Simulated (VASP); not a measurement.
# Cd3Se2 (P-3m1) in VASP: a series of runs, part 2 of 2

VASP 6.6.1. The steps go on from the part before.

**4. Relaxation of cell and atoms, PBE**

File INCAR:

```
  ALGO = Normal
  EDIFF = 1E-6
  EDIFFG = -0.04
  ENCUT = 600
  GGA = PE
  IBRION = 2
  ISIF = 3
  ISMEAR = 0
  LASPH = T
  LCHARG = F
  LREAL = F
  LWAVE = F
  NELM = 80
  NSW = 90
  PREC = Accurate
  SIGMA = 0.1
```

File KPOINTS:

```
k-points
0
Gamma
  6 6 4
```

File POSCAR:

```
Cd3Se2
1.0
    4.4790867375      0.0000000000      0.0000000000
   -2.2395433687      3.8790029004      0.0000000000
    0.0000000000      0.0000000000      6.9687313961
Cd Se
3 2
Direct
    0.0000000000      0.0000000000      0.0000000000
    0.3333333333      0.6666666667      0.6450000000
    0.6666666667      0.3333333333      0.3550000000
    0.3333333333      0.6666666667      0.2450000000
    0.6666666667      0.3333333333      0.7550000000
```

Potentials or basis: VASP PAW PBE potentials, release 64 (Cd, Se).

Run with:

```sh
$ cat potpaw_PBE.64/Cd/POTCAR potpaw_PBE.64/Se/POTCAR > POTCAR
$ mpirun -np 1 vasp_std > vasp.out
```

OUTCAR:

```text
EDIFF = 1E-6
   EDIFFG = -0.04
   ENCUT = 600
   GGA = PE
   IBRION = 2
   ISIF = 3
   ISMEAR = 0
   LASPH = T
   LREAL = F
   NELM = 80
   NSW = 90
   PREC = Accurate

 ion  position               nearest neighbor table
   1  0.000  0.000  0.000-   4 3.10   5 3.10   4 3.10   5 3.10   5 3.10   4 3.10   2 3.58   3 3.58
                             2 3.58   3 3.58   2 3.58   3 3.58
   2  0.333  0.667  0.645-   5 2.70   5 2.70   5 2.70   4 2.79   3 3.28   3 3.28   3 3.28   1 3.58
                             1 3.58   1 3.58
   3  0.667  0.333  0.355-   4 2.70   4 2.70   4 2.70   5 2.79   2 3.28   2 3.28   2 3.28   1 3.58
                             1 3.58   1 3.58
   4  0.333  0.667  0.245-   3 2.70   3 2.70   3 2.70   2 2.79   1 3.10   1 3.10   1 3.10
   5  0.667  0.333  0.755-   2 2.70   2 2.70   2 2.70   3 2.79   1 3.10   1 3.10   1 3.10

  LATTYP: Found a hexagonal cell.
 ALAT       =     4.4790867375
 C/A-ratio  =     1.5558375634

  Lattice vectors:

 A1 = (   4.4790867375,   0.0000000000,   0.0000000000)
 A2 = (  -2.2395433687,   3.8790029004,   0.0000000000)
 A3 = (   0.0000000000,   0.0000000000,   6.9687313961)

Analysis of symmetry for initial positions (statically):
=====================================================================
 Subroutine PRICEL returns:
 Original cell was already a primitive cell.

 Routine SETGRP: Setting up the symmetry group for a
 hexagonal supercell.

 Subroutine GETGRP returns: Found 12 space group operations
 (whereof 12 operations were pure point group operations)
 out of a pool of 24 trial point group operations.

The static configuration has the point symmetry D_3d.

Analysis of symmetry for dynamics (positions and initial velocities):
=====================================================================
 Subroutine PRICEL returns:
 Original cell was already a primitive cell.

 Routine SETGRP: Setting up the symmetry group for a
 hexagonal supercell.

 Subroutine GETGRP returns: Found 12 space group operations
 (whereof 12 operations were pure point group operations)
 out of a pool of 24 trial point group operations.

The dynamic configuration has the point symmetry D_3d.

 Subroutine INISYM returns: Found 12 space group operations
 (whereof 12 operations are pure point group operations),
 and found     1 'primitive' translations

----------------------------------------------------------------------------------------

                                     Primitive cell

  volume of cell :     121.0775

  direct lattice vectors                    reciprocal lattice vectors
     4.479086738  0.000000000  0.000000000     0.223259798  0.128899104  0.000000000
    -2.239543369  3.879002900  0.000000000     0.000000000  0.257798209  0.000000000
     0.000000000  0.000000000  6.968731396     0.000000000  0.000000000  0.143498141

  length of vectors
     4.479086738  4.479086737  6.968731396     0.257798209  0.257798209  0.143498141

  position of ions in fractional coordinates (direct lattice)
     0.000000000  0.000000000  0.000000000
     0.333333333  0.666666667  0.645000000
     0.666666667  0.333333333  0.355000000
     0.333333333  0.666666667  0.245000000
     0.666666667  0.333333333  0.755000000

  ion indices of the primitive-cell ions
   primitive index   ion index
                 1           1
                 2           2
                 3           3
                 4           4
[... 33 lines left out ...]
  0.500000  0.000000  0.000000      3.000000
  0.166667  0.166667  0.000000      6.000000
  0.333333  0.166667  0.000000     12.000000
[... 16 lines left out ...]
  0.333333  0.166667  0.500000     12.000000
  0.333333  0.333333  0.500000      2.000000
   k-points           NKPTS =     24   k-points in BZ     NKDIM =     24   number of bands    NBANDS=     28
   number of dos      NEDOS =    301   number of ions     NIONS =      5
   total plane-waves  NPLWV =  72576
   dimension x,y,z NGX =    36 NGY =   36 NGZ =   56
   dimension x,y,z NGXF=    72 NGYF=   72 NGZF=  112
   ions per type =               3   2
   NGX,Y,Z   is equivalent  to a cutoff of  13.36, 13.36, 13.36 a.u.
   NGXF,Y,Z  is equivalent  to a cutoff of  26.72, 26.72, 26.72 a.u.
 SYSTEM =  unknown system
   PREC   = accura    normal or accurate (medium, high low for compatibility)
   ISTART =      0    job   : 0-new  1-cont  2-samecut
   ICHARG =      2    charge: 1-file 2-atom 10-const
   ISPIN  =      1    spin polarized calculation?
   LNONCOLLINEAR =      F non collinear calculations
   LSORBIT =      F    spin-orbit coupling
   LASPH  =      T    aspherical Exc in radial PAW
   ENCUT  =  600.0 eV  44.10 Ry    6.64 a.u.   8.95  8.95 13.92*2*pi/ulx,y,z
   NELM   =     80;   NELMIN=  2; NELMDL= -5     # of ELM steps
   EDIFF  = 0.1E-05   stopping-criterion for ELM
   LREAL  =      F    real-space projection
   EDIFFG = -.4E-01   stopping-criterion for IOM
   NSW    =     90    number of steps for IOM
   IBRION =      2    ionic relax: 0-MD 1-quasi-New 2-CG
   NFREE  =      1    steps in history (QN), initial steepest desc. (CG)
   ISIF   =      3    stress and relaxation
   ISYM   =      2    0-nonsym 1-usesym 2-fastsym
   POTIM  = 0.5000    time-step for ionic-motion
   TEBEG  =    0.0;   TEEND  =   0.0 temperature during run
   PSTRESS=    0.0 pullay stress
   NELECT =      48.0000    total number of electrons
   NUPDOWN=      -1.0000    fix difference up-down
   EMIN   =  10.00;   EMAX   =-10.00  energy-range for DOS
   EFERMI =   0.00;   METHOD = LEGACY
   ISMEAR =     0;   SIGMA  =   0.10  broadening in eV -4-tet -1-fermi 0-gaus
   EFERMI_NEDOS =   21; number of points for ismear=-14 and -15
   IALGO  =     38    algorithm
   IMIX   =      4    mixing-type and parameters
     AMIX     =   0.40;   BMIX     =  1.00
     AMIX_MAG =   1.60;   BMIX_MAG =  1.00
  volume/ion in A,a.u.               =      24.22       163.41
  Fermi-wavevector in a.u.,A,eV,Ry     =   1.202636  2.272652 19.678555  1.446333
  Thomas-Fermi vector in A             =   2.338412
   LORBIT       =      0    0 simple, 1 ext, 2 COOP (PROOUT), +10 PAW based schemes
   GGA     = PE    functional components
   LHFCALC =     F    Hartree Fock is set to
   AEXX    =    0.0000 exact exchange contribution
   IVDW    =     0    specifies the selected vdW correction
   LEPSILON=     F    determine dielectric tensor
   LRPA    =     F    only Hartree local field effects (RPA)
 conjugate gradient relaxation of ions
 non-spin polarized calculation
 Gauss-broadening in eV      SIGMA  =   0.10
  energy-cutoff  :      600.00
  volume of cell :      121.08
 maximum number of plane-waves:      4062
   NGX = 17   NGY = 17   NGZ = 27

--------------------------------------- Ionic step        1  -------------------------------------------

 number of electron      47.9999996 magnetization

 Free energy of the ion-electron system (eV)
  ---------------------------------------------------
  ext. energy  EPLUGINS =         0.00000000
  ---------------------------------------------------
  free energy    TOTEN  =       -10.09251744 eV

  energy without entropy =      -10.08427431  energy(sigma->0) =      -10.08839587

------------------------ aborting loop because EDIFF is reached ----------------------------------------

  FORCE on cell =-STRESS in cart. coord.  units (eV):
  Direction    XX          YY          ZZ          XY          YZ          ZX
  --------------------------------------------------------------------------------------
  -------------------------------------------------------------------------------------
  Total        4.7385750      4.7385750      5.3443415      0.0000000      0.0000000      0.0000000
  in kB       62.7039704     62.7039704     70.7198740      0.0000000      0.0000000      0.0000000
  external PRESSURE =      65.3759382 kB  Pullay stress =       0.0000000 kB
[... 98 lines left out ...]
  FREE ENERGIE OF THE ION-ELECTRON SYSTEM (eV)
  ---------------------------------------------------
  free  energy   TOTEN  =       -10.3686589612 eV

  energy  without entropy=      -10.3613341822  energy(sigma->0) =      -10.36499657

[... ionic steps 4 to 19 ...]

--------------------------------------- Ionic step       20  -------------------------------------------

 number of electron      48.0000028 magnetization

------------------------ aborting loop because EDIFF is reached ----------------------------------------
[... 73 lines left out ...]
--------------------------------------- Ionic step       22  -------------------------------------------

 number of electron      48.0000017 magnetization

 Free energy of the ion-electron system (eV)
  ---------------------------------------------------
  ext. energy  EPLUGINS =         0.00000000
  ---------------------------------------------------
  free energy    TOTEN  =       -10.66553600 eV

  energy without entropy =      -10.66508821  energy(sigma->0) =      -10.66531210

 E-fermi :   0.4648     XC(G=0):  -8.2217

 val. band max:        0.3479393275   @ k =   0.3333   0.3333   0.5000
 cond. band min:       0.5490827861   @ k =   0.0000   0.0000   0.5000
 fundamental gap:      0.2011434586
 Fermi energy:         0.4648155688

 k-point     1 :       0.0000    0.0000    0.0000
  band No.  band energies     occupation
      1     -12.6672      2.00000
      2     -12.4518      2.00000
      3      -8.4281      2.00000
      4      -8.4281      2.00000
      5      -8.3411      2.00000
      6      -8.3411      2.00000
[... 765 lines left out ...]
  FREE ENERGIE OF THE ION-ELECTRON SYSTEM (eV)
  ---------------------------------------------------
  free  energy   TOTEN  =       -10.6655359988 eV

  energy  without entropy=      -10.6650882053  energy(sigma->0) =      -10.66531210

 reached required accuracy - stopping structural energy minimisation
```

OSZICAR:

```text
N       E                     dE             d eps       ncg     rms          rms(c)
DAV:   1     0.386122882023E+03    0.38612E+03   -0.26070E+04  1344   0.180E+03
[... 224 lines left out ...]
DAV:   1    -0.106747526246E+02   -0.11166E-01   -0.39749E+00  1384   0.115E+01    0.681E-01
DAV:   2    -0.106684146545E+02    0.63380E-02   -0.42840E-02  1480   0.162E+00    0.295E-01
DAV:   3    -0.106662391753E+02    0.21755E-02   -0.25118E-03  1456   0.374E-01    0.187E-01
DAV:   4    -0.106655547942E+02    0.68438E-03   -0.80790E-04  1492   0.210E-01    0.503E-02
DAV:   5    -0.106655332615E+02    0.21533E-04   -0.12667E-04  1480   0.875E-02    0.242E-02
DAV:   6    -0.106655357883E+02   -0.25268E-05   -0.10703E-05  1472   0.186E-02    0.703E-03
DAV:   7    -0.106655359988E+02   -0.21050E-06   -0.11694E-06   924   0.589E-03
  22 F= -.10665536E+02 E0= -.10665312E+02  d E =-.194889E-02
```

Wall time 12 min (1 thread of Intel Xeon 6975P-C (Granite Rapids), shared host); peak memory 0.31 GiB.

Results:

| Property | Result |
| --- | --- |
| Free energy | -10.6655 eV |
| Relaxed volume | 33.60 Å³/atom |
| Relaxed cell | a = 4.481 Å, b = 4.481 Å, c = 9.662 Å, α = 90.00°, β = 90.00°, γ = 120.00° |
| Space group after relaxing (to 0.1 Å) | P-3m1 (No. 164) |
| Energy gained by relaxing | 114.6 meV/atom |
| Ionic steps | 22 |
| Pressure after relaxing | -0.1 GPa |
| Largest force after relaxing | 0.031 eV/Å |
| Band gap on the k mesh | 0.20 eV (least direct gap 0.41 eV) |

Forces on the atoms (eV/Å):
```
Cd   0.000  0.000  0.000
Cd   0.000  0.000 -0.031
Cd   0.000  0.000  0.031
Se   0.000  0.000 -0.024
Se   0.000  0.000  0.024
```

Step by step:
```csv
step,energy change (eV),largest force (eV/Å),pressure (GPa),volume (Å³)
1,0.0000,0.2521,6.54,121.08
2,-0.2666,0.3918,-0.90,139.23
3,-0.2761,0.3046,0.06,135.94
4,-0.2761,0.3133,-0.03,136.25
5,-0.2915,0.3168,-0.03,136.76
6,-0.3373,0.3130,0.01,138.23
7,-0.4089,0.2500,0.33,141.00
8,-0.4299,0.3470,1.67,145.80
9,-0.4458,0.2757,1.06,143.97
10,-0.4610,0.2663,0.63,146.31
11,-0.4792,0.2518,-0.35,152.56
12,-0.4883,0.2462,-0.30,152.74
13,-0.5110,0.2183,-0.09,153.26
14,-0.5331,0.0987,0.48,154.32
15,-0.5415,0.0747,0.06,157.62
16,-0.5427,0.0692,-0.19,159.85
17,-0.5526,0.0705,-0.17,161.38
18,-0.5686,0.0886,0.01,165.73
19,-0.5698,0.0966,0.12,167.31
20,-0.5703,0.0414,-0.33,169.53
21,-0.5711,0.0406,-0.14,168.55
22,-0.5730,0.0307,-0.09,168.00
```

Final structure:
```
Cd Se
1.0
     4.48076    0.00000    0.00000
    -2.24038    3.88046    0.00000
     0.00000    0.00000    9.66188
Cd Se
3 2
Direct
  0.00000 0.00000 0.00000
  0.33333 0.66667 0.61532
  0.66667 0.33333 0.38468
  0.33333 0.66667 0.31450
  0.66667 0.33333 0.68550
```

Caveat: the volume moved by over 15 % at a fixed basis, so the end points are rough.

**5. Single point, PBE**

This run uses another cell than the first one, of 34.26 Å³/atom.

File INCAR:

```
PREC     = Accurate       # precision mode
ENCUT    = 520            # plane-wave cutoff, eV
EDIFF    = 1E-6           # SCF threshold, eV
ISMEAR   = 0              # smearing method
SIGMA    = 0.01           # smearing width, eV
LREAL    = False          # projectors in reciprocal space
LASPH    = True           # aspherical terms in the spheres
NELM     = 80             # most SCF steps
ALGO     = Normal         # electronic algorithm
ISIF     = 2              # what is computed and relaxed
LWAVE    = False          # write WAVECAR
LCHARG   = False          # write CHGCAR
GGA      = PE             # functional
NBANDS   = 32             # bands
```

File KPOINTS:

```
Automatic mesh
0
Gamma
  12 12 4
```

File POSCAR:

```
Cd3Se2
1.0
    4.4541386246      0.0000000000      0.0000000000
   -2.2270693123      3.8573972009      0.0000000000
    0.0000000000      0.0000000000      9.9695451893
Cd Se
3 2
Direct
    0.0000000000      0.0000000000      0.0000000000
    0.3333333333      0.6666666667      0.6099191169
    0.6666666667      0.3333333333      0.3900808831
    0.3333333333      0.6666666667      0.3187571561
    0.6666666667      0.3333333333      0.6812428439
```

Run with:

```sh
$ cat potpaw_PBE.64/Cd/POTCAR potpaw_PBE.64/Se/POTCAR > POTCAR
$ mpirun -np 1 vasp_std > vasp.out
```

Run time: 3.5 min. Hardware: 1 thread of Intel Xeon 6975P-C (Granite Rapids), shared host; peak memory 0.51 GiB.

It converged, with:

```yaml
Free_energy: -10.7157 eV
Pressure: 0.2 GPa
Largest_force: 0.042 eV/Å
Band_gap_on_the_k_mesh: 0.27 eV (least direct gap 0.62 eV)
```

Forces on the atoms (eV/Å):
```
Cd   0.000  0.000  0.000
Cd   0.000  0.000 -0.002
Cd   0.000  0.000  0.002
Se   0.000  0.000 -0.042
Se   0.000  0.000  0.042
```

Levels at points of the mesh, in eV from the valence-band top:
| k point | band 22 | band 23 | band 24 | band 25 | band 26 | band 27 |
| --- | --- | --- | --- | --- | --- | --- |
| (0.00, 0.00, 0.00) | -1.40 | -1.02 | -1.02 | 0.48 | 1.17 | 3.80 |
| (0.50, 0.00, 0.00) | -1.78 | -1.72 | -0.14 | 1.72 | 2.10 | 2.79 |
| (0.00, 0.00, 0.50) | -1.01 | -1.01 | -0.36 | 0.27 | 0.55 | 4.61 |
| (0.50, 0.00, 0.50) | -1.79 | -1.62 | -0.44 | 1.84 | 2.13 | 2.51 |

A k mesh can miss the band edges.

**6. Summary**

```csv
task,cell,k mesh,cutoff (eV),smearing,gap on the mesh (eV),pressure (GPa),largest force (eV/Å)
single point,"a = 4.479, b = 4.479, c = 6.969 Å, angles 90.0, 90.0, 120.0°, 5 atoms, atomic positions A",6 × 6 × 4,520,gaussian 0.1 eV,none,6.6,0.25
single point,"a = 4.469, b = 4.469, c = 9.483 Å, angles 90.0, 90.0, 120.0°, 5 atoms, atomic positions B",6 × 6 × 4,520,gaussian 0.1 eV,0.17,0.3,0.06
relaxation of cell and atoms,"relaxed from a = 4.479, b = 4.479, c = 6.969 Å, angles 90.0, 90.0, 120.0°, 5 atoms, atomic positions A",6 × 6 × 4,600,gaussian 0.1 eV,0.20,-0.1,0.03
single point,"a = 4.454, b = 4.454, c = 9.970 Å, angles 90.0, 90.0, 120.0°, 5 atoms, atomic positions C",12 × 12 × 4,520,gaussian 0.01 eV,0.27,0.2,0.04
```

Alike in all rows: level PBE; potentials or basis VASP PAW PBE potentials, release 64 (Cd, Se); no spin polarisation.

Caveats: the cell stands under pressure (at least some runs); the volume moved by over 15 % at a fixed basis, so the end points are rough (at least some runs).

Total energies depend on the potentials used, so only differences within one code and one set of settings carry meaning.
